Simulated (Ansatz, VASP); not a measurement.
**AgCl: VASP beside Ansatz**

```
CELL_PARAMETERS angstrom
0.00000 2.80964 2.80964
2.80964 0.00000 2.80964
2.80964 2.80964 0.00000
ATOMIC_POSITIONS crystal
Ag 0.50000 0.50000 0.50000
Cl 0.00000 0.00000 0.00000
```

Alike in both runs: task electric field gradients; functional PBE; k mesh 9 × 9 × 9; occupations tetrahedron; no spin polarisation; Hubbard terms Ag d U = 1.0 eV.

|  | VASP | Ansatz |
| --- | --- | --- |
| version | VASP 6.6.1 | Ansatz 0.2.0 |
| potentials or method | VASP PAW PBE potentials, release 64 (Ag, Cl) | PAW with Ansatz's default frozen-core files, scalar-relativistic |
| plane-wave cutoff (eV) | 520 | 420 |
| valence electrons in the cell | 18 | 26 |

Ansatz gave:

| Property | Result |
| --- | --- |
| gap on the k mesh at the Fermi level (eV) | 1.19 |
| pressure (GPa) | 0.0 |

Question: Estimate VASP's values.

Answer: gap on the k mesh at the Fermi level (eV): 1.18; pressure (GPa): -0.3.

The programs project onto different local orbitals, so the same U acts differently, and such runs can settle in different states. VASP's potentials hold 18 valence electrons a cell and Ansatz's 26, so a difference there can come from the potentials and not from the codes. Ansatz's warnings: band table not solved further, tetrahedron derivatives may miss energy slope.
